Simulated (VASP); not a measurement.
# NaH (Cm) in VASP: notebook

The runs below take NaH through single point, with PBE.

Everything below comes from runs of VASP 6.6.1. Logs are shortened: lines on timing, memory, paths and dates and some standing lists are left out, and cuts for length are marked.

### 1 The cell of the first run

It takes space group Cm (No. 8, monoclinic). Conventional cell: a = 4.007 Å, b = 4.001 Å, c = 2.920 Å, α = 90.00°, β = 91.02°, γ = 90.00°. Na (site symmetry m) has 8 H at 2.44 to 2.56 Å and 6 Na at 2.83 to 2.92 Å within 3.2 Å. H (site symmetry m) has 8 Na at 2.44 to 2.56 Å and 6 H at 2.83 to 2.92 Å within 3.2 Å.

### 2 Single point, PBE (strained and its atoms moved)

INCAR

```
SYSTEM = NaH
PREC = Accurate
ENCUT = 520
EDIFF = 1E-7
ISMEAR = 0
SIGMA = 0.02
LREAL = .False.
LASPH = .True.
NELM = 80
ALGO = Normal
ISIF = 2
LWAVE = .False.
LCHARG = .False.
GGA = PE
NBANDS = 11
```

KPOINTS

```
Automatic mesh
0
Gamma
  10 10 10
  0 0 0
```

POSCAR

```
NaH
1.0
    2.8312747532     -0.0019799331      0.0181444614
   -0.0019799331      2.8312747532     -0.0181444614
    0.0181444614     -0.0181444614      2.9199284732
Na H
1 1
Direct
   -0.0061820970      0.0061820970     -0.0051598042
    0.5061820970      0.4938179030      0.5051598042
```

Potentials or basis: VASP PAW PBE potentials, release 64 (Na_pv, H).

Command:

```console
> cat potpaw_PBE.64/Na_pv/POTCAR potpaw_PBE.64/H/POTCAR > POTCAR
> mpirun -np 1 vasp_std > vasp.out
```

OUTCAR:

```text
SYSTEM = NaH
   PREC = Accurate
   ENCUT = 520
   EDIFF = 1E-7
   ISMEAR = 0
   LREAL = .False.
   LASPH = .True.
   NELM = 80
   ISIF = 2
   GGA = PE

 ion  position               nearest neighbor table
   1  0.994  0.006  0.995-
   2  0.506  0.494  0.505-

  LATTYP: Found a base centered monoclinic cell.
 ALAT       =     4.0069915299
 B/A-ratio  =     0.9985614086
 C/A-ratio  =     0.7287365594
 COS(beta)  =    -0.0178432874

  Lattice vectors:

 A1 = (  -0.0019799331,   2.8312747532,  -0.0181444614)
 A2 = (  -2.8312747532,   0.0019799331,  -0.0181444614)
 A3 = (   0.0181444614,  -0.0181444614,   2.9199284732)

Analysis of symmetry for initial positions (statically):
=====================================================================
 Subroutine PRICEL returns:
 Original cell was already a primitive cell.

 Routine SETGRP: Setting up the symmetry group for a
 base centered monoclinic supercell.

 Subroutine GETGRP returns: Found  2 space group operations
 (whereof  2 operations were pure point group operations)
 out of a pool of  4 trial point group operations.

The static configuration has the point symmetry C_1h.

Analysis of symmetry for dynamics (positions and initial velocities):
=====================================================================
 Subroutine PRICEL returns:
 Original cell was already a primitive cell.

 Routine SETGRP: Setting up the symmetry group for a
 base centered monoclinic supercell.

 Subroutine GETGRP returns: Found  2 space group operations
 (whereof  2 operations were pure point group operations)
 out of a pool of  4 trial point group operations.

The dynamic configuration has the point symmetry C_1h.

 Subroutine INISYM returns: Found  2 space group operations
 (whereof  2 operations are pure point group operations),
 and found     1 'primitive' translations

----------------------------------------------------------------------------------------

                                     Primitive cell

  volume of cell :      23.4046

  direct lattice vectors                    reciprocal lattice vectors
     2.831274753 -0.001979933  0.018144461     0.353212015  0.000232947 -0.002193415
    -0.001979933  2.831274753 -0.018144461     0.000232947  0.353212015  0.002193415
     0.018144461 -0.018144461  2.919928473    -0.002193415  0.002193415  0.342501402

  length of vectors
     2.831333585  2.831333585  2.920041221     0.353218902  0.353218902  0.342515449

  position of ions in fractional coordinates (direct lattice)
     0.993817903  0.006182097  0.994840196
     0.506182097  0.493817903  0.505159804

  ion indices of the primitive-cell ions
[... 80 lines left out ...]
   NFREE  =      0    steps in history (QN), initial steepest desc. (CG)
   ISIF   =      2    stress and relaxation
   ISYM   =      2    0-nonsym 1-usesym 2-fastsym
   POTIM  = 0.5000    time-step for ionic-motion
   TEBEG  =    0.0;   TEEND  =   0.0 temperature during run
   PSTRESS=    0.0 pullay stress
   NELECT =       8.0000    total number of electrons
   NUPDOWN=      -1.0000    fix difference up-down
   EMIN   =  10.00;   EMAX   =-10.00  energy-range for DOS
   EFERMI =   0.00;   METHOD = LEGACY
   ISMEAR =     0;   SIGMA  =   0.02  broadening in eV -4-tet -1-fermi 0-gaus
   EFERMI_NEDOS =   21; number of points for ismear=-14 and -15
   IALGO  =     38    algorithm
   IMIX   =      4    mixing-type and parameters
     AMIX     =   0.40;   BMIX     =  1.00
     AMIX_MAG =   1.60;   BMIX_MAG =  1.00
  volume/ion in A,a.u.               =      11.70        78.97
  Fermi-wavevector in a.u.,A,eV,Ry     =   1.144645  2.163066 17.826534  1.310213
  Thomas-Fermi vector in A             =   2.281337
   LORBIT       =      0    0 simple, 1 ext, 2 COOP (PROOUT), +10 PAW based schemes
   GGA     = PE    functional components
   LHFCALC =     F    Hartree Fock is set to
   AEXX    =    0.0000 exact exchange contribution
   IVDW    =     0    specifies the selected vdW correction
   LEPSILON=     F    determine dielectric tensor
   LRPA    =     F    only Hartree local field effects (RPA)
 non-spin polarized calculation
 Gauss-broadening in eV      SIGMA  =   0.02
  energy-cutoff  :      520.00
  volume of cell :       23.40
 maximum number of plane-waves:       646
 NGX is ok and might be reduce to    24
   NGX = 11   NGY = 11   NGZ = 11

 number of electron       8.0000004 magnetization

 Free energy of the ion-electron system (eV)
  ---------------------------------------------------
  ext. energy  EPLUGINS =         0.00000000
  ---------------------------------------------------
  free energy    TOTEN  =        -4.74147252 eV

  energy without entropy =       -4.74147252  energy(sigma->0) =       -4.74147252

 E-fermi :   2.0157     XC(G=0):  -8.5066

 val. band max:        1.8424797387   @ k =   0.5000   0.5000   0.5000
 cond. band min:       2.6759744239   @ k =  -0.0000   0.0000   0.5000
 fundamental gap:      0.8334946853
 Fermi energy:         2.0156504971

 k-point     1 :       0.0000    0.0000    0.0000
  band No.  band energies     occupation
      1     -22.7638      2.00000
      2     -22.7561      2.00000
      3     -22.7558      2.00000
      4      -4.5563      2.00000
      5      11.2134      0.00000
      6      13.0095      0.00000
      7      13.4821      0.00000
      8      14.3432      0.00000
      9      15.4190      0.00000
     10      15.4331      0.00000
     11      28.5314      0.00000
[... 309 lines left out ...]
 k-point    24 :       0.4000    0.3000   -0.0000
  band No.  band energies     occupation
      1     -22.9592      2.00000
      2     -22.8898      2.00000
      3     -22.7275      2.00000
      4      -1.1208      2.00000
      5       5.2876      0.00000
      6       8.1027      0.00000
      7      12.8177      0.00000
      8      16.1787      0.00000
      9      17.5327      0.00000
     10      21.2398      0.00000
     11      22.3747      0.00000

 [... further k-points ...]
[... 5 lines left out ...]
  --------------------------------------------------------------------------------------
  -------------------------------------------------------------------------------------
  Total        0.6496235      0.6496235      0.0699343     -0.0062503     -0.0080661      0.0080661
  in kB       44.4703792     44.4703792      4.7873932     -0.4278712     -0.5521697      0.5521710
  external PRESSURE =      31.2427172 kB  Pullay stress =       0.0000000 kB

 VOLUME and BASIS-vectors are now :
 -----------------------------------------------------------------------------
  energy-cutoff  :      520.00
  volume of cell :       23.40
      direct lattice vectors                 reciprocal lattice vectors
     2.831274753 -0.001979933  0.018144461     0.353212015  0.000232947 -0.002193415
    -0.001979933  2.831274753 -0.018144461     0.000232947  0.353212015  0.002193415
     0.018144461 -0.018144461  2.919928473    -0.002193415  0.002193415  0.342501402

 POSITION                                       TOTAL-FORCE (eV/Angst)
 -----------------------------------------------------------------------------------
      2.83181     -0.00252      2.92278         0.025488     -0.025488      0.018729
      1.44133      1.38797      1.47525        -0.025488      0.025488     -0.018729
 -----------------------------------------------------------------------------------
    total drift:                               -0.000509      0.000509      0.000515

  FREE ENERGIE OF THE ION-ELECTRON SYSTEM (eV)
  ---------------------------------------------------
  free  energy   TOTEN  =        -4.7414725245 eV

  energy  without entropy=       -4.7414725245  energy(sigma->0) =       -4.74147252
```

stdout:

```text
POSCAR found type information on POSCAR NaH
 POSCAR found :  2 types and       2 ions
 scaLAPACK will be used
 LDA part: xc-table for (Slater+PW92), standard interpolation
 POSCAR, INCAR and KPOINTS ok, starting setup
 FFT: planning ... GRIDC
 FFT: planning ... GRID_SOFT
 FFT: planning ... GRID
 WAVECAR not read
 entering main loop
```

Run time: 54 s. Hardware: 1 thread of Intel Xeon 8259CL, shared host; peak memory 0.19 GiB.

What came out:

```yaml
Free_energy: -4.7415 eV
Pressure: 3.1 GPa
Largest_force: 0.041 eV/Å
Band_gap_on_the_k_mesh: 0.83 eV, indirect (least direct gap 4.66 eV)
```

Forces on the atoms (eV/Å):
```
Na   0.025 -0.025  0.019
H   -0.025  0.025 -0.019
```

Caveat: the cell differs from its parent crystal (strained and its atoms moved).

### 3 Single point, PBE (strained and its atoms moved)

INCAR

```
PREC     = Accurate       # precision mode
ENCUT    = 520            # plane-wave cutoff, eV
EDIFF    = 1E-6           # SCF threshold, eV
ISMEAR   = 0              # smearing method
SIGMA    = 0.02           # smearing width, eV
LREAL    = F              # projectors in reciprocal space
LASPH    = T              # aspherical terms in the spheres
NELM     = 100            # most SCF steps
ALGO     = Normal         # electronic algorithm
ISIF     = 2              # what is computed and relaxed
LWAVE    = F              # write WAVECAR
LCHARG   = F              # write CHGCAR
GGA      = PE             # functional
NBANDS   = 11             # bands
```

KPOINTS

```
Automatic mesh
0
Gamma
  10 10 10
```

POSCAR

```
NaH
1.0
    2.9312170468      0.0288420102     -0.0077719761
    0.0288420102      2.8868901868     -0.0288420102
   -0.0077719761     -0.0288420102      2.9312170468
Na H
1 1
Direct
    0.0121730697      0.0107644626     -0.0121730697
    0.4878269303      0.4892355374      0.5121730697
```

Potentials or basis: VASP PAW PBE potentials, release 64 (Na_pv, H).

Command:

```console
> cat potpaw_PBE.64/Na_pv/POTCAR potpaw_PBE.64/H/POTCAR > POTCAR
> mpirun -np 1 vasp_std > vasp.out
```

It took 47 s on 1 thread of Intel Xeon 8259CL, shared host; peak memory 0.18 GiB.

The run converged. Its results:

- Free energy: -4.7631 eV
- Pressure: 1.4 GPa
- Largest force: 0.057 eV/Å
- Band gap on the k mesh: 1.00 eV, indirect (least direct gap 4.53 eV)

Forces on the atoms (eV/Å):
```
Na  -0.035 -0.027  0.035
H    0.035  0.027 -0.035
```

Stress tensor (GPa, compression positive):
```
 0.76  0.17 -0.14
 0.17  2.57 -0.17
-0.14 -0.17  0.76
```

Levels at points of the mesh, in eV from the valence-band top:
```
           k point  band 2  band 3  band 4  band 5  band 6  band 7
(0.00, 0.00, 0.00)  -24.54  -24.54   -6.09    8.92   10.99   11.28
(0.50, 0.00, 0.00)  -24.53  -24.52   -3.53    1.00   11.27   14.39
(0.00, 0.50, 0.00)  -24.52  -24.52   -3.43    1.15   11.14   14.23
(0.50, 0.50, 0.00)  -24.70  -24.51   -1.76    4.25    4.58    7.08
(0.50, 0.00, 0.50)  -24.70  -24.51   -1.85    4.24    4.32    6.93
(0.50, 0.50, 0.50)  -24.67  -24.67    0.00    6.80    6.99    7.18
```

Caveat: the cell differs from its parent crystal (strained and its atoms moved). A k mesh can miss the band edges.
